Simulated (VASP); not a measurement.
# Ni (Immm) in VASP: single point with PBE

Aim: the single point of Ni with PBE.

Everything below comes from runs of VASP 6.6.1. Logs are shortened: lines on timing, memory, paths and dates and some standing lists are left out, and cuts for length are marked.

### 1 The cell of the first run

Symmetry: Immm, No. 71, orthorhombic system. The conventional cell has a = 2.313 Å, b = 2.688 Å, c = 3.536 Å, α = 90.00°, β = 90.00°, γ = 90.00°. Within 3.1 Å of Ni (site symmetry mmm) lie 12 Ni at 2.31 to 2.69 Å.

### 2 Single point, PBE, collinear spin, ferromagnetic start (strain -0.1500 x Voigt [0, 0, 0, 1, 0, 0])

The input, INCAR:

```
SYSTEM = Ni
PREC = Accurate
ENCUT = 520
EDIFF = 1E-7
ISMEAR = 0
SIGMA = 0.15
LREAL = .FALSE.
LASPH = .TRUE.
NELM = 150
ALGO = Normal
ISIF = 2
LWAVE = .FALSE.
LCHARG = .FALSE.
ISPIN = 2
MAGMOM = 0.81
LORBIT = 11
LMAXMIX = 4
GGA = PE
NBANDS = 15
```

The input, KPOINTS:

```
Automatic mesh
0
G
  22 22 22
  0 0 0
```

The input, POSCAR:

```
Ni
1.0
    0.0000000000      1.6353537500      1.6353537500
    1.7679500000     -0.1325962500      1.7679500000
    1.7679500000      1.7679500000     -0.1325962500
Ni
1
Direct
    0.0000000000      0.0000000000      0.0000000000
```

Potentials or basis: VASP PAW PBE potentials, release 64 (Ni).

Run with:

```
$ cat potpaw_PBE.64/Ni/POTCAR > POTCAR
$ mpirun -np 1 vasp_std > vasp.out
```

OUTCAR:

```text
SYSTEM = Ni
   PREC = Accurate
   ENCUT = 520
   EDIFF = 1E-7
   ISMEAR = 0
   LREAL = .FALSE.
   LASPH = .TRUE.
   NELM = 150
   ISIF = 2
   ISPIN = 2
   LORBIT = 11
   GGA = PE

 ion  position               nearest neighbor table
   1  0.000  0.000  0.000-

  LATTYP: Found a body centered orthorhombic cell.
 ALAT       =     2.3127394525
 B/A-ratio  =     1.1621621622
 C/A-ratio  =     1.5288795269

  Lattice vectors:

 A1 = (  -1.7679500000,   0.1325962500,  -1.7679500000)
 A2 = (  -1.7679500000,  -0.1325962500,   1.7679500000)
 A3 = (   1.7679500000,   1.7679500000,  -0.1325962500)

Analysis of symmetry for initial positions (statically):
=====================================================================
 Subroutine PRICEL returns:
 Original cell was already a primitive cell.

 Routine SETGRP: Setting up the symmetry group for a
 body centered orthorhombic supercell.

 Subroutine GETGRP returns: Found  8 space group operations
 (whereof  8 operations were pure point group operations)
 out of a pool of  8 trial point group operations.

The static configuration has the point symmetry D_2h.

Analysis of symmetry for dynamics (positions and initial velocities):
=====================================================================
 Subroutine PRICEL returns:
 Original cell was already a primitive cell.

 Routine SETGRP: Setting up the symmetry group for a
 body centered orthorhombic supercell.

 Subroutine GETGRP returns: Found  8 space group operations
 (whereof  8 operations were pure point group operations)
 out of a pool of  8 trial point group operations.

The dynamic configuration has the point symmetry D_2h.

Analysis of structural, dynamic, and magnetic symmetry:
=====================================================================
 Subroutine PRICEL returns:
 Original cell was already a primitive cell.

 Routine SETGRP: Setting up the symmetry group for a
 body centered orthorhombic supercell.

 Subroutine GETGRP returns: Found  8 space group operations
 (whereof  8 operations were pure point group operations)
 out of a pool of  8 trial point group operations.

The overall configuration has the point symmetry D_2h.

 Subroutine INISYM returns: Found  8 space group operations
 (whereof  8 operations are pure point group operations),
 and found     1 'primitive' translations

----------------------------------------------------------------------------------------

                                     Primitive cell

  volume of cell :      10.9898

  direct lattice vectors                    reciprocal lattice vectors
     0.000000000  1.635353750  1.635353750    -0.282813428  0.305744246  0.305744246
     1.767950000 -0.132596250  1.767950000     0.282813428 -0.263082259  0.263082259
     1.767950000  1.767950000 -0.132596250     0.282813428  0.263082259 -0.263082259

  length of vectors
     2.312739453  2.503772388  2.503772388     0.516664808  0.467341400  0.467341400

  position of ions in fractional coordinates (direct lattice)
     0.000000000  0.000000000  0.000000000

  ion indices of the primitive-cell ions
   primitive index   ion index
                 1           1

----------------------------------------------------------------------------------------

 KPOINTS: Automatic mesh

Automatic generation of k-mesh.
 Grid dimensions read from file:
 generate k-points for:   22   22   22

 Generating k-lattice:

  Cartesian coordinates                     Fractional coordinates (reciprocal lattice)
    -0.012855156  0.013897466  0.013897466     0.045454545  0.000000000  0.000000000
     0.012855156 -0.011958284  0.011958284     0.000000000  0.045454545 -0.000000000
     0.012855156  0.011958284 -0.011958284     0.000000000 -0.000000000  0.045454545

  Length of vectors
     0.023484764  0.021242791  0.021242791

  Shift w.r.t. Gamma in fractional coordinates (k-lattice)
     0.000000000  0.000000000  0.000000000

 Subroutine IBZKPT returns following result:
 ===========================================

 Found   1530 irreducible k-points:

 Following reciprocal coordinates:
            Coordinates               Weight
  0.000000  0.000000  0.000000      1.000000
  0.045455 -0.000000 -0.000000      4.000000
  0.090909 -0.000000 -0.000000      4.000000
  0.136364 -0.000000 -0.000000      4.000000
  0.181818  0.000000  0.000000      4.000000
  0.227273 -0.000000 -0.000000      4.000000
[... 16 lines left out ...]
  0.454545  0.045455  0.000000      8.000000
  0.500000  0.045455  0.000000      8.000000
 [... further k-points ...]
   k-points           NKPTS =   1530   k-points in BZ     NKDIM =   1530   number of bands    NBANDS=     15
   number of dos      NEDOS =    301   number of ions     NIONS =      1
   total plane-waves  NPLWV =   7200
   dimension x,y,z NGX =    18 NGY =   20 NGZ =   20
   dimension x,y,z NGXF=    36 NGYF=   40 NGZF=   40
   ions per type =               1
   NGX,Y,Z   is equivalent  to a cutoff of  12.94, 13.28, 13.28 a.u.
   NGXF,Y,Z  is equivalent  to a cutoff of  25.88, 26.56, 26.56 a.u.
 SYSTEM =  Ni
   PREC   = accura    normal or accurate (medium, high low for compatibility)
   ISTART =      0    job   : 0-new  1-cont  2-samecut
   ICHARG =      2    charge: 1-file 2-atom 10-const
   ISPIN  =      2    spin polarized calculation?
   LNONCOLLINEAR =      F non collinear calculations
   LSORBIT =      F    spin-orbit coupling
   LASPH  =      T    aspherical Exc in radial PAW
   ENCUT  =  520.0 eV  38.22 Ry    6.18 a.u.   4.30  4.66  4.66*2*pi/ulx,y,z
   NELM   =    150;   NELMIN=  2; NELMDL= -5     # of ELM steps
   EDIFF  = 0.1E-06   stopping-criterion for ELM
   LREAL  =      F    real-space projection
   EDIFFG = 0.1E-05   stopping-criterion for IOM
   NSW    =      0    number of steps for IOM
   IBRION =     -1    ionic relax: 0-MD 1-quasi-New 2-CG
   NFREE  =      0    steps in history (QN), initial steepest desc. (CG)
   ISIF   =      2    stress and relaxation
   ISYM   =      2    0-nonsym 1-usesym 2-fastsym
   POTIM  = 0.5000    time-step for ionic-motion
   TEBEG  =    0.0;   TEEND  =   0.0 temperature during run
   PSTRESS=    0.0 pullay stress
   NELECT =      10.0000    total number of electrons
   NUPDOWN=      -1.0000    fix difference up-down
   EMIN   =  10.00;   EMAX   =-10.00  energy-range for DOS
   EFERMI =   0.00;   METHOD = LEGACY
   ISMEAR =     0;   SIGMA  =   0.15  broadening in eV -4-tet -1-fermi 0-gaus
   EFERMI_NEDOS =   21; number of points for ismear=-14 and -15
   IALGO  =     38    algorithm
   IMIX   =      4    mixing-type and parameters
     AMIX     =   0.40;   BMIX     =  1.00
     AMIX_MAG =   1.60;   BMIX_MAG =  1.00
  volume/ion in A,a.u.               =      10.99        74.16
  Fermi-wavevector in a.u.,A,eV,Ry     =   1.586395  2.997853 34.241109  2.516651
  Thomas-Fermi vector in A             =   2.685713
   LORBIT       =     11    0 simple, 1 ext, 2 COOP (PROOUT), +10 PAW based schemes
   GGA     = PE    functional components
   LHFCALC =     F    Hartree Fock is set to
   AEXX    =    0.0000 exact exchange contribution
   IVDW    =     0    specifies the selected vdW correction
   LEPSILON=     F    determine dielectric tensor
   LRPA    =     F    only Hartree local field effects (RPA)
 spin polarized calculation
 Gauss-broadening in eV      SIGMA  =   0.15
  energy-cutoff  :      520.00
  volume of cell :       10.99
 maximum number of plane-waves:       307
 NGX is ok and might be reduce to    18
   NGX =  9   NGY =  9   NGZ =  9

 number of electron      10.0000010 magnetization       0.6187517

 Free energy of the ion-electron system (eV)
  ---------------------------------------------------
  ext. energy  EPLUGINS =         0.00000000
  ---------------------------------------------------
  free energy    TOTEN  =        -5.38176910 eV

  energy without entropy =       -5.36353980  energy(sigma->0) =       -5.37265445

 E-fermi :   9.2119     XC(G=0): -13.1825

 val. band max:        9.2116393218   @ k =  -0.0909  -0.4091   0.0455
 cond. band min:       9.2120820889   @ k =  -0.1364  -0.4091   0.1364
 fundamental gap:      0.0004427671
 Fermi energy:         9.2118866144

 spin component 1

 k-point     1 :       0.0000    0.0000    0.0000
  band No.  band energies     occupation
      1       0.3042      1.00000
      2       6.3940      1.00000
      3       6.4997      1.00000
      4       7.3382      1.00000
      5       8.0733      1.00000
      6       8.1888      1.00000
      7      31.4275      0.00000
      8      33.1541      0.00000
      9      36.5666      0.00000
     10      38.3197      0.00000
     11      38.3745      0.00000
     12      40.6375      0.00000
     13      43.0680      0.00000
     14      44.2542      0.00000
     15      47.9880      0.00000

 k-point     2 :       0.0455   -0.0000   -0.0000
  band No.  band energies     occupation
      1       0.3942      1.00000
      2       6.4176      1.00000
      3       6.5271      1.00000
      4       7.3172      1.00000
      5       8.0526      1.00000
      6       8.1733      1.00000
      7      31.4196      0.00000
      8      32.9929      0.00000
      9      36.8595      0.00000
     10      37.4213      0.00000
     11      38.2318      0.00000
     12      39.8837      0.00000
     13      43.4191      0.00000
     14      45.7628      0.00000
     15      47.1128      0.00000
[... 365 lines left out ...]
      3       7.3369      1.00000
      4       8.1542      1.00000
      5       8.6900      1.00000
      6       9.5542      0.00062
      7      17.0088      0.00000
      8      29.6778      0.00000
      9      30.9586      0.00000
     10      33.3760      0.00000
     11      35.3424      0.00000
     12      37.0855      0.00000
     13      42.4896      0.00000
     14      50.0380      0.00000
     15      53.4923      0.00000

 k-point    24 :       0.5000    0.0455    0.0000
  band No.  band energies     occupation
      1       4.5804      1.00000
      2       6.3505      1.00000
      3       7.3066      1.00000
      4       8.3213      1.00000
      5       8.7626      0.99999
      6      10.0812      0.00000
      7      16.0909      0.00000
      8      29.4548      0.00000
      9      30.7835      0.00000
     10      33.3767      0.00000
     11      35.4110      0.00000
     12      36.7718      0.00000
     13      42.5938      0.00000
     14      51.9006      0.00000
     15      54.3747      0.00000

 [... further k-points ...]

 spin component 2

 k-point     1 :       0.0000    0.0000    0.0000
  band No.  band energies     occupation
      1       0.2736      1.00000
      2       7.1441      1.00000
      3       7.2080      1.00000
      4       8.1033      1.00000
      5       8.6944      1.00000
      6       8.7199      1.00000
      7      31.3110      0.00000
      8      33.1600      0.00000
      9      36.7075      0.00000
     10      38.3078      0.00000
     11      38.3926      0.00000
     12      40.6089      0.00000
     13      43.1420      0.00000
     14      44.1519      0.00000
     15      48.1283      0.00000

 k-point     2 :       0.0455   -0.0000   -0.0000
  band No.  band energies     occupation
      1       0.3637      1.00000
      2       7.1687      1.00000
      3       7.2363      1.00000
      4       8.0801      1.00000
      5       8.6723      1.00000
      6       8.7033      1.00000
      7      31.3094      0.00000
      8      33.0144      0.00000
      9      36.9832      0.00000
     10      37.3879      0.00000
     11      38.3083      0.00000
     12      39.8313      0.00000
     13      43.4440      0.00000
     14      45.6941      0.00000
     15      47.2457      0.00000
[... 365 lines left out ...]
      3       7.8641      1.00000
      4       8.6747      1.00000
      5       9.4304      0.01970
      6       9.9131      0.00000
      7      17.3156      0.00000
      8      29.6057      0.00000
      9      31.0447      0.00000
     10      33.4227      0.00000
     11      35.4068      0.00000
     12      37.1099      0.00000
     13      42.6166      0.00000
     14      50.1287      0.00000
     15      53.8041      0.00000

 k-point    24 :       0.5000    0.0455    0.0000
  band No.  band energies     occupation
      1       5.0371      1.00000
      2       6.9445      1.00000
      3       7.8292      1.00000
      4       8.9513      0.99299
      5       9.5244      0.00161
      6      10.2347      0.00000
      7      16.4560      0.00000
      8      29.3876      0.00000
      9      30.8619      0.00000
     10      33.4187      0.00000
     11      35.4871      0.00000
     12      36.7874      0.00000
     13      42.7334      0.00000
     14      51.9912      0.00000
     15      54.5010      0.00000

 [... further k-points ...]

------------------------ aborting loop because EDIFF is reached ----------------------------------------

  FORCE on cell =-STRESS in cart. coord.  units (eV):
  Direction    XX          YY          ZZ          XY          YZ          ZX
  --------------------------------------------------------------------------------------
  -------------------------------------------------------------------------------------
  Total       -0.2835334      0.3538068      0.3538068      0.0000000      1.3085705     -0.0000000
  in kB      -41.3356481     51.5806222     51.5806222      0.0000000    190.7732877     -0.0000000
  external PRESSURE =      20.6085321 kB  Pullay stress =       0.0000000 kB

 VOLUME and BASIS-vectors are now :
 -----------------------------------------------------------------------------
  energy-cutoff  :      520.00
  volume of cell :       10.99
      direct lattice vectors                 reciprocal lattice vectors
     0.000000000  1.635353750  1.635353750    -0.282813428  0.305744246  0.305744246
     1.767950000 -0.132596250  1.767950000     0.282813428 -0.263082259  0.263082259
     1.767950000  1.767950000 -0.132596250     0.282813428  0.263082259 -0.263082259

 POSITION                                       TOTAL-FORCE (eV/Angst)
 -----------------------------------------------------------------------------------
      0.00000      0.00000      0.00000         0.000000      0.000000     -0.000000
 -----------------------------------------------------------------------------------
    total drift:                                0.000000      0.000000      0.000000

  FREE ENERGIE OF THE ION-ELECTRON SYSTEM (eV)
  ---------------------------------------------------
  free  energy   TOTEN  =        -5.3817691017 eV

  energy  without entropy=       -5.3635397972  energy(sigma->0) =       -5.37265445

 total charge

# of ion       s       p       d       tot
------------------------------------------
    1        0.500   0.492   8.325   9.317

 magnetization (x)

# of ion       s       p       d       tot
------------------------------------------
    1       -0.006  -0.024   0.659   0.629
```

It took 3.8 min on 1 thread of Intel Xeon 6975P-C (Granite Rapids), shared host; peak memory 0.45 GiB.

What came out:

- Free energy: -5.3818 eV
- Pressure: 2.1 GPa
- Net moment: 0.62 μB per cell
- Site moments: Ni +0.63 μB
- Valence electrons inside the program's atomic spheres: Ni 9.32

Caveat: the cell differs from its parent crystal (strain -0.1500 x Voigt [0, 0, 0, 1, 0, 0]).
